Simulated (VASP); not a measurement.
# Lu2MgH6 (P-3m1) in VASP: further runs, part 2 of 2

VASP 6.6.1. The steps go on from the part before.

### Step 3. Single point, PBEsol

The input, INCAR:

```
PREC = Accurate ; ENCUT = 520
EDIFF = 1E-6 ; ISMEAR = 0
SIGMA = 0.05 ; LREAL = False
LASPH = True ; NELM = 60
ALGO = Normal ; ISIF = 2
LWAVE = False ; LCHARG = False
GGA = PS ; NBANDS = 39
```

The input, KPOINTS:

```
regular mesh
0
Gamma
  9 9 8
```

The input, POSCAR:

```
Lu2MgH6
1.0
    5.2912897432      0.0000000028      0.0000000000
   -2.6456448740      4.5823913350      0.0000000000
    0.0000000000      0.0000000000      3.4349227492
Lu Mg H
2 1 6
Direct
    0.3333333333      0.6666666667      0.2536351116
    0.6666666667      0.3333333333      0.7463648884
    0.0000000000      0.0000000000      0.0000000000
    0.8081172801      0.1918827199      0.2478685332
    0.8081172801      0.6162345603      0.2478685332
    0.3837654397      0.1918827199      0.2478685332
    0.1918827199      0.8081172801      0.7521314668
    0.6162345603      0.8081172801      0.7521314668
    0.1918827199      0.3837654397      0.7521314668
```

Potentials or basis: VASP PAW PBE potentials, release 64 (Lu, Mg, H).

Launch:

```console
> cat potpaw_PBE.64/Lu/POTCAR potpaw_PBE.64/Mg/POTCAR potpaw_PBE.64/H/POTCAR > POTCAR
> mpirun -np 1 vasp_std > vasp.out
```

OUTCAR:

```text
PREC = Accurate
   ENCUT = 520
   EDIFF = 1E-6
   ISMEAR = 0
   LREAL = False
   LASPH = True
   NELM = 60
   ISIF = 2
   GGA = PS

 ion  position               nearest neighbor table
   1  0.333  0.667  0.254-   7 2.15   9 2.15   8 2.15   7 2.16   9 2.16   8 2.16   3 3.18   3 3.18
                             3 3.18   2 3.49   2 3.49   2 3.49   2 3.52   2 3.52   2 3.52
   2  0.667  0.333  0.746-   4 2.15   5 2.15   6 2.15   4 2.16   5 2.16   6 2.16   3 3.18   3 3.18
                             3 3.18   1 3.49   1 3.49   1 3.49   1 3.52   1 3.52   1 3.52
   3  0.000  0.000  0.000-   5 1.95   9 1.95   8 1.95   6 1.95   4 1.95   7 1.95   1 3.18   2 3.18
                             1 3.18   2 3.18   2 3.18   1 3.18
   4  0.808  0.192  0.248-   3 1.95   2 2.15   2 2.16
   5  0.808  0.616  0.248-   3 1.95   2 2.15   2 2.16
   6  0.384  0.192  0.248-   3 1.95   2 2.15   2 2.16
   7  0.192  0.808  0.752-   3 1.95   1 2.15   1 2.16
   8  0.616  0.808  0.752-   3 1.95   1 2.15   1 2.16
   9  0.192  0.384  0.752-   3 1.95   1 2.15   1 2.16

  LATTYP: Found a hexagonal cell.
 ALAT       =     5.2912897432
 C/A-ratio  =     0.6491654995

  Lattice vectors:

 A1 = (   5.2912897432,   0.0000000028,   0.0000000000)
 A2 = (  -2.6456448740,   4.5823913350,   0.0000000000)
 A3 = (   0.0000000000,   0.0000000000,   3.4349227492)

Analysis of symmetry for initial positions (statically):
=====================================================================
 Subroutine PRICEL returns:
 Original cell was already a primitive cell.

 Routine SETGRP: Setting up the symmetry group for a
 hexagonal supercell.

 Subroutine GETGRP returns: Found 12 space group operations
 (whereof 12 operations were pure point group operations)
 out of a pool of 24 trial point group operations.

The static configuration has the point symmetry D_3d.

Analysis of symmetry for dynamics (positions and initial velocities):
=====================================================================
 Subroutine PRICEL returns:
 Original cell was already a primitive cell.

 Routine SETGRP: Setting up the symmetry group for a
 hexagonal supercell.

 Subroutine GETGRP returns: Found 12 space group operations
 (whereof 12 operations were pure point group operations)
 out of a pool of 24 trial point group operations.

The dynamic configuration has the point symmetry D_3d.

 Subroutine INISYM returns: Found 12 space group operations
 (whereof 12 operations are pure point group operations),
 and found     1 'primitive' translations

----------------------------------------------------------------------------------------

                                     Primitive cell

  volume of cell :      83.2857

  direct lattice vectors                    reciprocal lattice vectors
     5.291289743  0.000000003  0.000000000     0.188989840  0.109113335  0.000000000
    -2.645644874  4.582391335  0.000000000    -0.000000000  0.218226670  0.000000000
     0.000000000  0.000000000  3.434922749     0.000000000  0.000000000  0.291127362

  length of vectors
     5.291289743  5.291289743  3.434922749     0.218226670  0.218226670  0.291127362

  position of ions in fractional coordinates (direct lattice)
     0.333333333  0.666666667  0.253635112
     0.666666667  0.333333333  0.746364888
[... 71 lines left out ...]
 -0.111111  0.333333  0.125000     12.000000
 [... further k-points ...]
   k-points           NKPTS =     81   k-points in BZ     NKDIM =     81   number of bands    NBANDS=     39
   number of dos      NEDOS =    301   number of ions     NIONS =      9
   total plane-waves  NPLWV =  44800
   dimension x,y,z NGX =    40 NGY =   40 NGZ =   28
   dimension x,y,z NGXF=    80 NGYF=   80 NGZF=   56
   ions per type =               2   1   6
   NGX,Y,Z   is equivalent  to a cutoff of  12.57, 12.57, 13.55 a.u.
   NGXF,Y,Z  is equivalent  to a cutoff of  25.14, 25.14, 27.10 a.u.
 SYSTEM =  unknown system
   PREC   = accura    normal or accurate (medium, high low for compatibility)
   ISTART =      0    job   : 0-new  1-cont  2-samecut
   ICHARG =      2    charge: 1-file 2-atom 10-const
   ISPIN  =      1    spin polarized calculation?
   LNONCOLLINEAR =      F non collinear calculations
   LSORBIT =      F    spin-orbit coupling
   LASPH  =      T    aspherical Exc in radial PAW
   ENCUT  =  520.0 eV  38.22 Ry    6.18 a.u.   9.84  9.84  6.39*2*pi/ulx,y,z
   NELM   =     60;   NELMIN=  2; NELMDL= -5     # of ELM steps
   EDIFF  = 0.1E-05   stopping-criterion for ELM
   LREAL  =      F    real-space projection
   EDIFFG = 0.1E-04   stopping-criterion for IOM
   NSW    =      0    number of steps for IOM
   IBRION =     -1    ionic relax: 0-MD 1-quasi-New 2-CG
   NFREE  =      0    steps in history (QN), initial steepest desc. (CG)
   ISIF   =      2    stress and relaxation
   ISYM   =      2    0-nonsym 1-usesym 2-fastsym
   POTIM  = 0.5000    time-step for ionic-motion
   TEBEG  =    0.0;   TEEND  =   0.0 temperature during run
   PSTRESS=    0.0 pullay stress
   NELECT =      58.0000    total number of electrons
   NUPDOWN=      -1.0000    fix difference up-down
   EMIN   =  10.00;   EMAX   =-10.00  energy-range for DOS
   EFERMI =   0.00;   METHOD = LEGACY
   ISMEAR =     0;   SIGMA  =   0.05  broadening in eV -4-tet -1-fermi 0-gaus
   EFERMI_NEDOS =   21; number of points for ismear=-14 and -15
   IALGO  =     38    algorithm
   IMIX   =      4    mixing-type and parameters
     AMIX     =   0.40;   BMIX     =  1.00
     AMIX_MAG =   1.60;   BMIX_MAG =  1.00
  volume/ion in A,a.u.               =       9.25        62.45
  Fermi-wavevector in a.u.,A,eV,Ry     =   1.451089  2.742160 28.649218  2.105658
  Thomas-Fermi vector in A             =   2.568626
   LORBIT       =      0    0 simple, 1 ext, 2 COOP (PROOUT), +10 PAW based schemes
   GGA     = PS    functional components
   LHFCALC =     F    Hartree Fock is set to
   AEXX    =    0.0000 exact exchange contribution
   IVDW    =     0    specifies the selected vdW correction
   LEPSILON=     F    determine dielectric tensor
   LRPA    =     F    only Hartree local field effects (RPA)
 non-spin polarized calculation
 Gauss-broadening in eV      SIGMA  =   0.05
  energy-cutoff  :      520.00
  volume of cell :       83.29
 maximum number of plane-waves:      2259
   NGX = 19   NGY = 19   NGZ = 13

 number of electron      57.9999992 magnetization

 Free energy of the ion-electron system (eV)
  ---------------------------------------------------
  ext. energy  EPLUGINS =         0.00000000
  ---------------------------------------------------
  free energy    TOTEN  =       -34.05236246 eV

  energy without entropy =      -34.04728114  energy(sigma->0) =      -34.04982180

 E-fermi :   3.8502     XC(G=0): -11.0368

 val. band max:        3.8273217933   @ k =   0.3333   0.2222   0.5000
 cond. band min:       3.8524208565   @ k =  -0.2222  -0.4444   0.2500
 fundamental gap:      0.0250990632
 Fermi energy:         3.8501984217

 k-point     1 :       0.0000    0.0000    0.0000
  band No.  band energies     occupation
      1     -52.8701      2.00000
      2     -52.8444      2.00000
      3     -23.7371      2.00000
      4     -23.7371      2.00000
      5     -23.5089      2.00000
      6     -23.5089      2.00000
[... 997 lines left out ...]
     38       8.6111      0.00000
     39       9.1091      0.00000

 [... further k-points ...]

------------------------ aborting loop because EDIFF is reached ----------------------------------------

  FORCE on cell =-STRESS in cart. coord.  units (eV):
  Direction    XX          YY          ZZ          XY          YZ          ZX
  --------------------------------------------------------------------------------------
  -------------------------------------------------------------------------------------
  Total        0.0429282      0.0429282      0.0991149      0.0000000      0.0000000      0.0000000
  in kB        0.8258155      0.8258155      1.9066841      0.0000000      0.0000000      0.0000000
  external PRESSURE =       1.1861050 kB  Pullay stress =       0.0000000 kB

 VOLUME and BASIS-vectors are now :
 -----------------------------------------------------------------------------
  energy-cutoff  :      520.00
  volume of cell :       83.29
      direct lattice vectors                 reciprocal lattice vectors
     5.291289743  0.000000003  0.000000000     0.188989840  0.109113335  0.000000000
    -2.645644874  4.582391335  0.000000000    -0.000000000  0.218226670  0.000000000
     0.000000000  0.000000000  3.434922749     0.000000000  0.000000000  0.291127362

 POSITION                                       TOTAL-FORCE (eV/Angst)
 -----------------------------------------------------------------------------------
     -0.00000      3.05493      0.87122         0.000000      0.000000      0.006795
      2.64564      1.52746      2.56371         0.000000      0.000000     -0.006795
      0.00000      0.00000      0.00000         0.000000      0.000000      0.000000
      3.76833      0.87928      0.85141         0.009436     -0.005448     -0.000107
      2.64564      2.82383      0.85141        -0.000000      0.010896     -0.000107
      1.52296      0.87928      0.85141        -0.009436     -0.005448     -0.000107
     -1.12268      3.70311      2.58351        -0.009436      0.005448      0.000107
      1.12268      3.70311      2.58351         0.009436      0.005448      0.000107
     -0.00000      1.75856      2.58351         0.000000     -0.010896      0.000107
 -----------------------------------------------------------------------------------
    total drift:                               -0.000000      0.000000      0.000000

  FREE ENERGIE OF THE ION-ELECTRON SYSTEM (eV)
  ---------------------------------------------------
  free  energy   TOTEN  =       -34.0523624595 eV

  energy  without entropy=      -34.0472811403  energy(sigma->0) =      -34.04982180
```

Wall time 4.7 min (1 thread of Intel Xeon Platinum 8259CL at 2.50GHz (Skylake/Cascade Lake), shared host); peak memory 0.38 GiB.

Results:

```yaml
Free_energy: -34.0524 eV
Pressure: 0.1 GPa
Largest_force: 0.011 eV/Å
Band_gap_on_the_k_mesh: zero (bands 29 and 30 overlap by 2.28 eV)
```

Forces on the atoms (eV/Å):
```
Lu   0.000  0.000  0.007
Lu   0.000  0.000 -0.007
Mg   0.000  0.000  0.000
H    0.009 -0.005  0.000
H    0.000  0.011  0.000
H   -0.009 -0.005  0.000
H   -0.009  0.005  0.000
H    0.009  0.005  0.000
H    0.000 -0.011  0.000
```

Levels at points of the mesh, in eV from the Fermi level:
```
           k point  band 27  band 28  band 29  band 30  band 31  band 32
(0.00, 0.00, 0.00)    -3.37    -3.37    -1.47     1.98     1.98     2.19
(0.00, 0.00, 0.50)    -5.24    -5.24     1.85     1.88     1.88     1.90
```

Caveat: the PAW data sets were made with another functional, which shifts forces and pressure a little; spin-orbit coupling is left out, which moves the levels of the heavy elements.

The gap in the log of VASP goes by the Fermi energy; the results here count the filled bands.